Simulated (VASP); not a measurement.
# CuO in VASP: a series of runs, part 2 of 2

VASP 6.6.1. The steps go on from the part before.

## Step 3: Single point, RPBE

This run uses another cell than the first one, of 11.61 Å³/atom.

Contents of INCAR:

```
  PREC = Accurate
  ENCUT = 520
  EDIFF = 1E-6
  ISMEAR = -1
  SIGMA = 0.05
  LREAL = F
  LASPH = T
  NELM = 60
  ALGO = Normal
  ISIF = 2
  LWAVE = F
  LCHARG = T
  GGA = RP
  LELF = T
  LVHAR = T
  NBANDS = 25
```

Contents of KPOINTS:

```
regular mesh
0
Gamma
  10 10 5
```

Contents of POSCAR:

```
CuO
1.0
    2.1139291186     -2.1091301247      0.1681324247
    2.1139291186      2.1091301247      0.1681324247
   -0.4130619856      0.0000000000      5.1755709542
Cu O
2 2
Direct
   -0.0057518733      0.4942551605      0.0018500397
    0.4942551605     -0.0057518733      0.5018500397
    0.4943231025      0.4941736103      0.2518499603
    0.4941736103      0.4943231025      0.7518499603
```

Potentials or basis: VASP PAW PBE potentials, release 64 (Cu, O).

Command:

```sh
> cat potpaw_PBE.64/Cu/POTCAR potpaw_PBE.64/O/POTCAR > POTCAR
> mpirun -np 1 vasp_std > vasp.out
```

Run time: 3.4 min. Hardware: 1 thread of Intel Xeon 8259CL, shared host; peak memory 0.26 GiB.

The run converged. Its results:

| Item | Value |
| --- | --- |
| Free energy | -18.0517 eV |
| Pressure | 0.6 GPa |
| Band gap on the k mesh | zero (bands 17 and 18 overlap by 0.88 eV) |

Stress tensor (GPa, compression positive):
```
 0.48  0.00 -0.03
 0.00  0.56  0.00
-0.03  0.00  0.89
```

Levels at points of the mesh, in eV from the Fermi level:
| k point | band 14 | band 15 | band 16 | band 17 | band 18 | band 19 | band 20 | band 21 |
| --- | --- | --- | --- | --- | --- | --- | --- | --- |
| (0.00, 0.00, 0.00) | -2.21 | -2.16 | -1.77 | 0.66 | 0.67 | 1.36 | 6.14 | 7.20 |
| (0.50, 0.00, 0.00) | -1.78 | -1.49 | -1.41 | 0.23 | 0.48 | 3.96 | 5.77 | 6.33 |
| (0.50, 0.50, 0.00) | -2.23 | -1.56 | -1.15 | -1.15 | 1.09 | 2.38 | 7.30 | 9.61 |

Caveat: the PAW data sets were made with another functional, which shifts forces and pressure a little; semilocal functionals often make such compounds metallic where correlation or magnetic order opens a gap, which also shifts bond lengths.

## Step 4: Single point, BLYP+D3(BJ)

This run uses another cell than the first one, of 10.98 Å³/atom.

Contents of INCAR:

```
SYSTEM = CuO
PREC = Accurate
ENCUT = 520
EDIFF = 1E-6
ISMEAR = -1
SIGMA = 0.05
LREAL = .False.
LASPH = .True.
NELM = 100
ALGO = Normal
ISIF = 2
LWAVE = .False.
LCHARG = .False.
GGA = B5
ALDAX = 1.0
AGGAX = 1.0
AGGAC = 1.0
ALDAC = 0.0
IVDW = 12
VDW_S6 = 1.0
VDW_S8 = 2.6996
VDW_A1 = 0.4298
VDW_A2 = 4.2359
NBANDS = 25
```

Contents of KPOINTS:

```
Automatic mesh
0
Gamma
  10 10 5
  0 0 0
```

Contents of POSCAR:

```
CuO
1.0
    2.0554415930     -2.0562647463      0.1615914933
    2.0554415930      2.0562647463      0.1615914933
   -0.4057099330      0.0000000000      5.1621433754
Cu O
2 2
Direct
   -0.0057480896      0.4942471135      0.0018498707
    0.4942471135     -0.0057480896      0.5018498707
    0.4942469240      0.4942540521      0.2518501293
    0.4942540521      0.4942469240      0.7518501293
```

Potentials or basis: VASP PAW PBE potentials, release 64 (Cu, O).

Command:

```sh
> cat potpaw_PBE.64/Cu/POTCAR potpaw_PBE.64/O/POTCAR > POTCAR
> mpirun -np 1 vasp_std > vasp.out
```

OUTCAR:

```text
SYSTEM = CuO
   PREC = Accurate
   ENCUT = 520
   EDIFF = 1E-6
   ISMEAR = -1
   LREAL = .False.
   LASPH = .True.
   NELM = 100
   ISIF = 2
   GGA = B5
   IVDW = 12
 IVDW          = 12

 ion  position               nearest neighbor table
   1  0.994  0.494  0.002-   4 1.95   3 1.95   3 1.95   4 1.95
   2  0.494  0.994  0.502-   3 1.95   4 1.95   4 1.95   3 1.95
   3  0.494  0.494  0.252-   2 1.95   1 1.95   1 1.95   2 1.95
   4  0.494  0.494  0.752-   1 1.95   2 1.95   2 1.95   1 1.95

  LATTYP: Found a simple monoclinic cell.
 ALAT       =     4.1125294926
[... 878 lines left out ...]
  Direction    XX          YY          ZZ          XY          YZ          ZX
  --------------------------------------------------------------------------------------
  -------------------------------------------------------------------------------------
  Total       0.20562     0.21216     0.34653     0.00022     0.00002    -0.01114
  in kB       7.50346     7.74185    12.64551     0.00793     0.00063    -0.40647
  external pressure =        9.30 kB  Pullay stress =        0.00 kB

 VOLUME and BASIS-vectors are now :
 -----------------------------------------------------------------------------
  energy-cutoff  :      520.00
  volume of cell :       43.91
      direct lattice vectors                 reciprocal lattice vectors
     2.055441593 -2.056264746  0.161591493     0.241762943 -0.243159350  0.019000950
     2.055441593  2.056264746  0.161591493     0.241762943  0.243159350  0.019000950
    -0.405709933  0.000000000  5.162143375    -0.015135897  0.000000000  0.192528402

 POSITION                                       TOTAL-FORCE (eV/Angst)
 -----------------------------------------------------------------------------------
      3.05877     -1.02814      0.25008         0.000224      0.000131      0.000018
      2.85592      1.02814      2.83115         0.000224     -0.000132      0.000018
      1.92963      0.00001      1.45982        -0.000235      0.000001      0.000122
      1.72677     -0.00001      4.04089        -0.000213      0.000001     -0.000158
 -----------------------------------------------------------------------------------
    total drift:                                0.000514      0.000005     -0.003021

  FREE ENERGIE OF THE ION-ELECTRON SYSTEM (eV)
  ---------------------------------------------------
  free  energy   TOTEN  =       -20.4931459964 eV

  energy  without entropy=      -20.4718321505  energy(sigma->0) =      -20.48248907
```

Run time: 3.7 min. Hardware: 1 thread of Intel Xeon 8259CL, shared host; peak memory 0.28 GiB.

What came out:

```
Free energy                : -20.4931 eV
Pressure                   : 0.9 GPa
Band gap on the k mesh     : zero (bands 17 and 18 overlap by 0.90 eV)
Dispersion energy per atom : -0.565 eV
```

Caveat: the PAW data sets were made with another functional, which shifts forces and pressure a little; semilocal functionals often make such compounds metallic where correlation or magnetic order opens a gap, which also shifts bond lengths. With open d or f shells a metallic result of BLYP can be an artefact of self-interaction; +U or a hybrid may open a gap.

## Step 5: Single point, PBEsol+U

This run uses another cell than the first one, of 10.82 Å³/atom.

Contents of INCAR:

```
PREC     = Accurate       # precision mode
ENCUT    = 820            # plane-wave cutoff, eV
EDIFF    = 1E-6           # SCF threshold, eV
ISMEAR   = -1             # smearing method
SIGMA    = 0.05           # smearing width, eV
LREAL    = False          # projectors in reciprocal space
LASPH    = True           # aspherical terms in the spheres
NELM     = 200            # most SCF steps
ALGO     = Normal         # electronic algorithm
ISIF     = 2              # what is computed and relaxed
LWAVE    = False          # write WAVECAR
LCHARG   = False          # write CHGCAR
LMAXMIX  = 4              # l up to which the mixer works
LDAU     = True           # DFT+U
LDAUTYPE = 2            
LDAUL    = 2 -1           # shell
LDAUU    = 4.5 0          # U, eV
LDAUJ    = 0 0          
LDAUPRINT= 1            
GGA      = PS             # functional
NBANDS   = 33             # bands
GGA_COMPAT= False
```

Contents of KPOINTS:

```
regular mesh
0
Gamma
  10 10 5
```

Contents of POSCAR:

```
CuO
1.0
    2.0567678271     -2.0513690689      0.1621902177
    2.0567678271      2.0513690689      0.1621902177
   -0.4049047299      0.0000000000      5.0972139549
Cu O
2 2
Direct
   -0.0057499573      0.4942498878      0.0018499982
    0.4942498878     -0.0057499573      0.5018499982
    0.4944143387      0.4940857308      0.2518500018
    0.4940857308      0.4944143387      0.7518500018
```

Potentials or basis: VASP PAW PBE potentials, release 64 (Cu_sv_GW, O).

Command:

```sh
> cat potpaw_PBE.64/Cu_sv_GW/POTCAR potpaw_PBE.64/O/POTCAR > POTCAR
> mpirun -np 1 vasp_std > vasp.out
```

It took 5.5 min on 1 thread of Intel Xeon Platinum 8375C at 2.90GHz (Ice Lake), shared host; peak memory 0.48 GiB.

It converged, with:

| Quantity | Value |
| --- | --- |
| Free energy | -17.5935 eV |
| Pressure | -3.5 GPa |
| Band gap on the k mesh | zero (bands 25 and 26 overlap by 1.00 eV) |

Stress tensor (GPa, compression positive):
```
-3.40  0.00  0.04
 0.00 -3.34  0.00
 0.04  0.00 -3.90
```

Levels at points of the mesh, in eV from the Fermi level:
```
           k point  band 22  band 23  band 24  band 25  band 26  band 27  band 28  band 29
(0.00, 0.00, 0.00)    -3.21    -2.62    -2.41     0.71     0.72     1.47     6.23     7.49
(0.50, 0.00, 0.00)    -2.54    -2.20    -1.89     0.31     0.55     3.83     6.05     6.75
(0.50, 0.50, 0.00)    -3.26    -1.75    -1.74    -1.67     1.25     2.22     7.46    10.06
```

Eigenvalues of the final occupation matrices:
| site | spin | trace | eigenvalues |
| --- | --- | --- | --- |
| site 1 d | 1 | 4.49 | 0.75 0.91 0.94 0.94 0.95 |
| site 1 d | 2 | 4.49 | 0.75 0.91 0.94 0.94 0.95 |
| site 2 d | 1 | 4.49 | 0.75 0.91 0.94 0.94 0.95 |
| site 2 d | 2 | 4.49 | 0.75 0.91 0.94 0.94 0.95 |

Caveat: the cell stands under tension; the PAW data sets were made with another functional, which shifts forces and pressure a little; U without spin polarisation on a metal has little footing.

## Step 6: The runs side by side

| level | potentials or basis | U | cell | cutoff (eV) | gap on the mesh (eV) | pressure (GPa) |
| --- | --- | --- | --- | --- | --- | --- |
| PBEsol+D3(BJ) | VASP PAW PBE potentials, release 64 (Cu, O) | - | a = 2.864, b = 2.864, c = 5.086 Å, angles 90.0, 90.0, 89.6°, 4 atoms, atomic positions A | 520 | none | 0.8 |
| RPBE | VASP PAW PBE potentials, release 64 (Cu, O) | - | a = 2.991, b = 2.991, c = 5.192 Å, angles 90.0, 90.0, 89.7°, 4 atoms, atomic positions B | 520 | none | 0.6 |
| BLYP+D3(BJ) | VASP PAW PBE potentials, release 64 (Cu, O) | - | a = 2.912, b = 2.912, c = 5.178 Å, angles 90.0, 90.0, 89.8°, 4 atoms, atomic positions A | 520 | none | 0.9 |
| PBEsol+U | VASP PAW PBE potentials, release 64 (Cu_sv_GW, O) | Cu d U = 4.5 eV | a = 2.909, b = 2.909, c = 5.113 Å, angles 90.0, 90.0, 89.7°, 4 atoms, atomic positions B | 820 | none | -3.5 |

Alike in all rows: task single point; no spin polarisation; k mesh 10 × 10 × 5; smearing fermi-dirac 0.05 eV.

Caveats: the PAW data sets were made with another functional, which shifts forces and pressure a little; semilocal functionals often make such compounds metallic where correlation or magnetic order opens a gap, which also shifts bond lengths (at least some runs); the cell stands under tension (at least some runs); U without spin polarisation on a metal has little footing (at least some runs).

Absolute energies hang on the potentials; compare differences alone.
